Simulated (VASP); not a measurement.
# NaI (series) (Fm-3m) in VASP: a series of runs

The runs below take NaI (series) through single point, with PBE.

Everything below comes from runs of VASP 6.6.1. Logs are shortened: lines on timing, memory, paths and dates and some standing lists are left out, and cuts for length are marked.

**1. The cell of the first run**

The structure is cubic, space group Fm-3m (No. 225). Conventional cell: a = 6.473 Å, b = 6.473 Å, c = 6.473 Å, α = 90.00°, β = 90.00°, γ = 90.00°. Within 4.3 Å of Na (site symmetry m-3m) lie 6 I at 3.24 Å. I (site symmetry m-3m) has 6 Na at 3.24 Å within 4.3 Å.

**2. Single point, PBE**

The input, INCAR:

```
SYSTEM = NaI
ALGO = Normal
EDIFF = 1E-6
ENCUT = 500
GGA = PE
GGA_COMPAT = .False.
ISIF = 2
ISMEAR = 0
LASPH = .True.
LCHARG = .False.
LREAL = .False.
LWAVE = .False.
NBANDS = 14
NELM = 120
PREC = Accurate
SIGMA = 0.02
```

The input, KPOINTS:

```
k-points
0
Gamma
  2 2 2
  0 0 0
```

The input, POSCAR:

```
NaI
1.0
    0.0000000000      3.2364000000      3.2364000000
    3.2364000000      0.0000000000      3.2364000000
    3.2364000000      3.2364000000      0.0000000000
Na I
1 1
Direct
    0.0000000000      0.0000000000      0.0000000000
    0.5000000000      0.5000000000      0.5000000000
```

Potentials or basis: VASP PAW PBE potentials, release 64 (Na_pv, I).

Launch:

```
> cat potpaw_PBE.64/Na_pv/POTCAR potpaw_PBE.64/I/POTCAR > POTCAR
> mpirun -np 1 vasp_std > vasp.out
```

OUTCAR:

```text
SYSTEM = NaI
   EDIFF = 1E-6
   ENCUT = 500
   GGA = PE
   ISIF = 2
   ISMEAR = 0
   LASPH = .True.
   LREAL = .False.
   NELM = 120
   PREC = Accurate

 ion  position               nearest neighbor table
   1  0.000  0.000  0.000-
   2  0.500  0.500  0.500-

  LATTYP: Found a face centered cubic cell.
 ALAT       =     6.4728000000

  Lattice vectors:

 A1 = (   0.0000000000,   3.2364000000,   3.2364000000)
 A2 = (   3.2364000000,   0.0000000000,   3.2364000000)
 A3 = (   3.2364000000,   3.2364000000,   0.0000000000)

Analysis of symmetry for initial positions (statically):
=====================================================================
 Subroutine PRICEL returns:
 Original cell was already a primitive cell.

 Routine SETGRP: Setting up the symmetry group for a
 face centered cubic supercell.

 Subroutine GETGRP returns: Found 48 space group operations
 (whereof 48 operations were pure point group operations)
 out of a pool of 48 trial point group operations.

The static configuration has the point symmetry O_h .

Analysis of symmetry for dynamics (positions and initial velocities):
=====================================================================
 Subroutine PRICEL returns:
 Original cell was already a primitive cell.

 Routine SETGRP: Setting up the symmetry group for a
 face centered cubic supercell.

 Subroutine GETGRP returns: Found 48 space group operations
 (whereof 48 operations were pure point group operations)
 out of a pool of 48 trial point group operations.

The dynamic configuration has the point symmetry O_h .

 Subroutine INISYM returns: Found 48 space group operations
 (whereof 48 operations are pure point group operations),
 and found     1 'primitive' translations

----------------------------------------------------------------------------------------

                                     Primitive cell

  volume of cell :      67.7980

  direct lattice vectors                    reciprocal lattice vectors
     0.000000000  3.236400000  3.236400000    -0.154492646  0.154492646  0.154492646
     3.236400000  0.000000000  3.236400000     0.154492646 -0.154492646  0.154492646
     3.236400000  3.236400000  0.000000000     0.154492646  0.154492646 -0.154492646

  length of vectors
     4.576960773  4.576960773  4.576960773     0.267589113  0.267589113  0.267589113

  position of ions in fractional coordinates (direct lattice)
     0.000000000  0.000000000  0.000000000
[... 66 lines left out ...]
   PSTRESS=    0.0 pullay stress
   NELECT =      14.0000    total number of electrons
   NUPDOWN=      -1.0000    fix difference up-down
   EMIN   =  10.00;   EMAX   =-10.00  energy-range for DOS
   EFERMI =   0.00;   METHOD = LEGACY
   ISMEAR =     0;   SIGMA  =   0.02  broadening in eV -4-tet -1-fermi 0-gaus
   EFERMI_NEDOS =   21; number of points for ismear=-14 and -15
   IALGO  =     38    algorithm
   IMIX   =      4    mixing-type and parameters
     AMIX     =   0.40;   BMIX     =  1.00
     AMIX_MAG =   1.60;   BMIX_MAG =  1.00
  volume/ion in A,a.u.               =      33.90       228.76
  Fermi-wavevector in a.u.,A,eV,Ry     =   0.967636  1.828567 12.739397  0.936319
  Thomas-Fermi vector in A             =   2.097538
   LORBIT       =      0    0 simple, 1 ext, 2 COOP (PROOUT), +10 PAW based schemes
   GGA     = PE    functional components
   LHFCALC =     F    Hartree Fock is set to
   AEXX    =    0.0000 exact exchange contribution
   IVDW    =     0    specifies the selected vdW correction
   LEPSILON=     F    determine dielectric tensor
   LRPA    =     F    only Hartree local field effects (RPA)
 non-spin polarized calculation
 Gauss-broadening in eV      SIGMA  =   0.02
  energy-cutoff  :      500.00
  volume of cell :       67.80
 maximum number of plane-waves:      1759
 NGX is ok and might be reduce to    36
   NGX = 17   NGY = 17   NGZ = 17

 number of electron      13.9999993 magnetization

 Free energy of the ion-electron system (eV)
  ---------------------------------------------------
  ext. energy  EPLUGINS =         0.00000000
  ---------------------------------------------------
  free energy    TOTEN  =        -4.96615815 eV

  energy without entropy =       -4.96615815  energy(sigma->0) =       -4.96615815

 E-fermi :   1.0908     XC(G=0):  -7.6193

 val. band max:        0.9842837433   @ k =   0.0000   0.0000   0.0000
 cond. band min:       4.5562172350   @ k =   0.0000   0.0000   0.0000
 fundamental gap:      3.5719334917
 Fermi energy:         1.0908022345

 k-point     1 :       0.0000    0.0000    0.0000
  band No.  band energies     occupation
      1     -21.7632      2.00000
      2     -21.7632      2.00000
      3     -21.7632      2.00000
      4      -9.9889      2.00000
      5       0.9843      2.00000
      6       0.9843      2.00000
      7       0.9843      2.00000
      8       4.5562      0.00000
      9       8.8274      0.00000
     10       8.8274      0.00000
     11       8.8274      0.00000
     12      10.6340      0.00000
     13      10.6340      0.00000
     14      11.3811      0.00000
[... 20 lines left out ...]
      1     -21.7671      2.00000
      2     -21.7648      2.00000
      3     -21.7648      2.00000
      4      -9.5865      2.00000
      5      -0.9493      2.00000
      6       0.2249      2.00000
      7       0.2249      2.00000
      8       5.3474      0.00000
      9       6.4693      0.00000
     10      10.8581      0.00000
     11      12.2111      0.00000
     12      12.2111      0.00000
     13      12.4561      0.00000
     14      14.1407      0.00000

------------------------ aborting loop because EDIFF is reached ----------------------------------------

  FORCE on cell =-STRESS in cart. coord.  units (eV):
  Direction    XX          YY          ZZ          XY          YZ          ZX
  --------------------------------------------------------------------------------------
  -------------------------------------------------------------------------------------
  Total        1.1364916      1.1364916      1.1364916      0.0000000      0.0000000     -0.0000000
  in kB       26.8571685     26.8571685     26.8571685      0.0000000      0.0000000     -0.0000000
  external PRESSURE =      26.8571685 kB  Pullay stress =       0.0000000 kB

 VOLUME and BASIS-vectors are now :
 -----------------------------------------------------------------------------
  energy-cutoff  :      500.00
  volume of cell :       67.80
      direct lattice vectors                 reciprocal lattice vectors
     0.000000000  3.236400000  3.236400000    -0.154492646  0.154492646  0.154492646
     3.236400000  0.000000000  3.236400000     0.154492646 -0.154492646  0.154492646
     3.236400000  3.236400000  0.000000000     0.154492646  0.154492646 -0.154492646

 POSITION                                       TOTAL-FORCE (eV/Angst)
 -----------------------------------------------------------------------------------
      0.00000      0.00000      0.00000         0.000000     -0.000000     -0.000000
      3.23640      3.23640      3.23640         0.000000      0.000000      0.000000
 -----------------------------------------------------------------------------------
    total drift:                                0.000000      0.000000      0.000000

  FREE ENERGIE OF THE ION-ELECTRON SYSTEM (eV)
  ---------------------------------------------------
  free  energy   TOTEN  =        -4.9661581496 eV

  energy  without entropy=       -4.9661581496  energy(sigma->0) =       -4.96615815
```

stdout:

```text
POSCAR found type information on POSCAR NaI
 POSCAR found :  2 types and       2 ions
 scaLAPACK will be used
 LDA part: xc-table for (Slater+PW92), standard interpolation
 POSCAR, INCAR and KPOINTS ok, starting setup
 FFT: planning ... GRIDC
 FFT: planning ... GRID_SOFT
 FFT: planning ... GRID
 WAVECAR not read
 entering main loop
```

Run time: 11 s. Hardware: 1 thread of AMD EPYC 7R13, shared host; peak memory 0.17 GiB.

What came out:

```
Free energy            : -4.9662 eV
Pressure               : 2.7 GPa
Band gap on the k mesh : 3.57 eV, direct
```

Levels at points of the mesh, in eV from the valence-band top:
| k point | band 5 | band 6 | band 7 | band 8 | band 9 | band 10 |
| --- | --- | --- | --- | --- | --- | --- |
| (0.00, 0.00, 0.00) | 0.00 | 0.00 | 0.00 | 3.57 | 7.84 | 7.84 |
| (0.50, 0.00, 0.00) | -2.22 | -0.29 | -0.29 | 5.03 | 7.34 | 7.34 |
| (0.50, 0.50, 0.00) | -1.93 | -0.76 | -0.76 | 4.36 | 5.48 | 9.87 |

Caveat: the k points lie up to 0.84 Å⁻¹ apart; spin-orbit coupling is left out, which moves the levels of the heavy elements.

**3. Single point, PBE**

The input, INCAR:

```
SYSTEM = NaI
PREC = Accurate
ENCUT = 500
EDIFF = 1E-6
ISMEAR = 0
SIGMA = 0.02
LREAL = .False.
LASPH = .True.
NELM = 120
ALGO = Normal
ISIF = 2
LWAVE = .False.
LCHARG = .False.
GGA = PE
NBANDS = 14
GGA_COMPAT = .False.
```

The input, KPOINTS:

```
Automatic mesh
0
Gamma
  4 4 4
  0 0 0
```

POSCAR is that of step 2.

Potentials or basis: VASP PAW PBE potentials, release 64 (Na_pv, I).

Launch:

```
> cat potpaw_PBE.64/Na_pv/POTCAR potpaw_PBE.64/I/POTCAR > POTCAR
> mpirun -np 1 vasp_std > vasp.out
```

Wall time 24 s (1 thread of AMD EPYC 7R13, shared host); peak memory 0.17 GiB.

It converged, with:

```yaml
Free_energy: -5.3794 eV
Pressure: 0.5 GPa
Band_gap_on_the_k_mesh: 3.64 eV, direct
```

Levels at points of the mesh, in eV from the valence-band top:
| k point | band 3 | band 4 | band 5 | band 6 | band 7 | band 8 | band 9 | band 10 | band 11 | band 12 |
| --- | --- | --- | --- | --- | --- | --- | --- | --- | --- | --- |
| (0.00, 0.00, 0.00) | -22.45 | -11.02 | 0.00 | 0.00 | 0.00 | 3.64 | 7.93 | 7.93 | 7.93 | 9.74 |
| (0.50, 0.00, 0.00) | -22.45 | -10.70 | -2.18 | -0.28 | -0.28 | 5.09 | 7.44 | 7.44 | 8.73 | 10.30 |
| (0.50, 0.50, 0.00) | -22.45 | -10.63 | -1.90 | -0.74 | -0.74 | 4.49 | 5.55 | 9.87 | 11.30 | 11.30 |

Caveat: the k points lie up to 0.42 Å⁻¹ apart; spin-orbit coupling is left out, which moves the levels of the heavy elements.

(Continued in part 2 of 2.)
